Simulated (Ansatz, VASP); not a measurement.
## One calculation of Ti, two programs

The input INCAR:

```
  PREC = Accurate
  ENCUT = 520
  EDIFF = 1E-6
  ISMEAR = -1
  SIGMA = 0.05
  LREAL = False
  LASPH = True
  NELM = 80
  ALGO = Normal
  ISIF = 2
  LWAVE = False
  LCHARG = False
  GGA = PE
  NBANDS = 19
```

File KPOINTS:

```
regular mesh
0
Gamma
  11 11 11
```

The input POSCAR:

```
Ti
1.0
    0.0000000000      2.8952245164      2.8952245164
    2.8952245164      0.0000000000      2.8952245164
    2.8952245164      2.8952245164      0.0000000000
Ti
2
Direct
    0.0000000000      0.0000000000      0.0000000000
    0.2500000000      0.2500000000      0.2500000000
```

Input for Ansatz:

```yaml
crystal:
  lattice:
    - [0.0, 2.8952245164, 2.8952245164]
    - [2.8952245164, 0.0, 2.8952245164]
    - [2.8952245164, 2.8952245164, 0.0]
  atoms:
    - { symbol: Ti, position: [0.0, 0.0, 0.0] }
    - { symbol: Ti, position: [0.25, 0.25, 0.25] }
kpoints:
  mp_grid: { grid: [11, 11, 11] }
scf:
  occupations: { method: fermi_dirac, width: 0.05 }
hamiltonian:
  xc: pbe
  pseudopotentials: { kind: all_electron, lapw: { basis_error: 0.001 } }
output:
  forces: true
  stress: true
  eigenvalues: true
```

Change from the starting cell: volume scaled by 1.06.

Alike in both runs: task single point; functional PBE; k mesh 11 × 11 × 11; occupations fermi-dirac, width 0.05 eV; no spin polarisation.

|  | VASP | Ansatz |
| --- | --- | --- |
| version | VASP 6.6.1 | Ansatz 0.2.0 |
| potentials or method | VASP PAW PBE potentials, release 64 (Ti_sv), cutoff 520 eV | all-electron LAPW, scalar-relativistic |

VASP gave:

| Quantity | Value |
| --- | --- |
| pressure (GPa) | -1.8 |

Problem. What did Ansatz give for the same quantities?

Solution. Pressure (GPa): -1.9.

Ansatz ran all-electron here, and VASP with PAW potentials.
